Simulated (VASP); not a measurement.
# Mg6HO6: single point with PBE

System: Mg6HO6, a slab with vacuum.

```
CELL_PARAMETERS angstrom
5.32451 0.00000 0.00000
2.66226 4.61116 0.00000
0.00000 0.00000 17.43431
ATOMIC_POSITIONS crystal
Mg 0.00000 0.00000 0.05736
Mg 0.00000 0.50000 0.05736
Mg 0.50000 0.00000 0.05736
Mg 0.50000 0.50000 0.05736
Mg 0.66675 0.66731 0.20013
Mg 0.66710 0.16574 0.20016
Mg 0.16588 0.66732 0.20013
Mg 0.16700 0.16596 0.20033
Mg 0.33142 0.33714 0.34598
Mg 0.33622 0.82779 0.34704
Mg 0.83116 0.33716 0.34595
Mg 0.83548 0.82930 0.35043
O 0.33333 0.83333 0.11970
O 0.33333 0.33333 0.11970
O 0.83333 0.83333 0.11970
O 0.83333 0.33333 0.11970
O 0.00010 0.49971 0.26813
O 0.99930 0.00013 0.26915
O 0.50022 0.49942 0.26734
O 0.50055 0.00009 0.26914
O 0.66579 0.16825 0.41119
O 0.66699 0.65956 0.41670
O 0.16703 0.16555 0.40970
O 0.17361 0.65955 0.41672
H 0.17153 0.15455 0.46469
H 0.63337 0.23095 0.46378
```

```json
{
  "Program": "VASP 6.6.1",
  "Task": "single point",
  "Functional": "PBE",
  "Potentials or basis": "VASP PAW PBE potentials, release 64 (Mg, O, H)",
  "Cutoff": "520 eV",
  "k mesh": "2 × 2 × 1",
  "Occupations": "gaussian, width 0.05 eV",
  "Spin": "no spin polarisation",
  "Dipole correction": "no",
  "Further INCAR settings": "LREAL = Auto; ALGO = Normal; EDIFF = 1e-06; NBANDS = 68"
}
```

| Property | Result |
| --- | --- |
| Largest force | 2.626 eV/Å |
| Band gap on the k mesh | zero (bands 49 and 50 overlap by 0.31 eV) |

Forces on the atoms (eV/Å):
```
Mg   0.005  0.009 -2.572
Mg   0.000 -0.012 -2.560
Mg  -0.005  0.009 -2.572
Mg   0.000 -0.006 -2.552
Mg  -0.001 -0.003 -0.034
Mg   0.000 -0.002 -0.036
Mg   0.000 -0.003 -0.034
Mg   0.001  0.002 -0.035
Mg  -0.009 -0.025 -0.035
Mg  -0.007  0.002 -0.020
Mg   0.009 -0.023 -0.033
Mg  -0.006  0.015 -0.045
O    0.000  0.026  2.626
O   -0.015 -0.021  2.587
O    0.000  0.010  2.624
O    0.014 -0.021  2.587
O    0.001  0.001  0.028
O    0.002  0.001  0.030
O    0.002  0.005  0.039
O   -0.002  0.004  0.031
O    0.000 -0.021 -0.113
O   -0.018  0.008  0.002
O    0.008  0.008 -0.105
O    0.019  0.008  0.000
H    0.001  0.002  0.097
H    0.001  0.026  0.097
```

Levels at points of the mesh, in eV from the Fermi level:
```
           k point  band 46  band 47  band 48  band 49  band 50  band 51  band 52  band 53
(0.00, 0.00, 0.00)    -1.09    -0.36     0.11     0.22     2.87     2.87     2.88     4.29
(0.50, 0.00, 0.00)    -1.27    -0.31    -0.29    -0.09    -0.09     2.44     2.44     6.04
(0.50, 0.50, 0.00)    -1.27    -0.31    -0.29    -0.09    -0.09     2.44     2.44     6.04
(0.00, 0.50, 0.00)    -1.06    -0.97    -0.09    -0.08     0.06     2.44     2.44     5.73
```

Wall time 3.1 min on 1 thread of Intel(R) Xeon(R) 6975P-C (Granite Rapids), with other jobs on the host, peak memory 0.51 GiB.

Caveat: the k points lie up to 0.68 Å⁻¹ apart.
